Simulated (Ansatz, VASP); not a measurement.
C in VASP and in Ansatz

File INCAR:

```
ALGO     = Normal         # electronic algorithm
EDIFF    = 1E-6           # SCF threshold, eV
ENCUT    = 600            # plane-wave cutoff, eV
GGA      = PE             # functional
GGA_COMPAT= False        
ISIF     = 2              # what is computed and relaxed
ISMEAR   = 0              # smearing method
LASPH    = True           # aspherical terms in the spheres
LCHARG   = True           # write CHGCAR
LELF     = True           # ELF
LREAL    = False          # projectors in reciprocal space
LVHAR    = True         
LWAVE    = False          # write WAVECAR
NBANDS   = 11             # bands
NELM     = 120            # most SCF steps
PREC     = Accurate       # precision mode
SIGMA    = 0.02           # smearing width, eV
```

Contents of KPOINTS:

```
k-points
0
Gamma
  12 12 12
```

POSCAR

```
C
1.0
    0.0000000000      1.7857953099      1.7857953099
    1.7857953099      0.0000000000      1.7857953099
    1.7857953099      1.7857953099      0.0000000000
C
2
Direct
    0.0000000000      0.0000000000      0.0000000000
    0.2500000000      0.2500000000      0.2500000000
```

Input for Ansatz:

```yaml
crystal:
  lattice:
    - [0.0, 1.7857953099, 1.7857953099]
    - [1.7857953099, 0.0, 1.7857953099]
    - [1.7857953099, 1.7857953099, 0.0]
  atoms:
    - { symbol: C, position: [0.0, 0.0, 0.0] }
    - { symbol: C, position: [0.25, 0.25, 0.25] }
basis:
  ecutwfc: 420
kpoints:
  mp_grid: { grid: [12, 12, 12] }
  band_path:
    path:
      - [[0.0, 0.0, 0.0], [0.5, 0.0, 0.5], [0.625, 0.25, 0.625]]
      - [[0.375, 0.375, 0.75], [0.0, 0.0, 0.0], [0.5, 0.5, 0.5], [0.5, 0.25, 0.75], [0.5, 0.0, 0.5]]
    npoints: 10
hamiltonian:
  xc: pbe
scf:
  occupations: { method: gaussian, width: 0.02 }
  n_extra_bands: 7
output:
  forces: true
  stress: true
  eigenvalues: true
```

Alike in both runs: task single point; functional PBE; k mesh 12 × 12 × 12; occupations gaussian, width 0.02 eV; no spin polarisation.

|  | VASP | Ansatz |
| --- | --- | --- |
| version | VASP 6.6.1 | Ansatz 0.2.0 |
| potentials or method | VASP PAW PBE potentials, release 64 (C), cutoff 600 eV | scalar-relativistic, plane waves, PAW |
| valence electrons in the cell | 8 | 8 |

```tsv
	VASP	Ansatz	Ansatz less VASP
gap on the k mesh at the Fermi level (eV)	4.14	4.15	+0.007
least direct gap on the mesh (eV)	5.58	5.58	+0.004
pressure (GPa)	0.0	0.0	+0.01
```

The functional is the same, so the differences come from potentials, cutoffs and numerics.
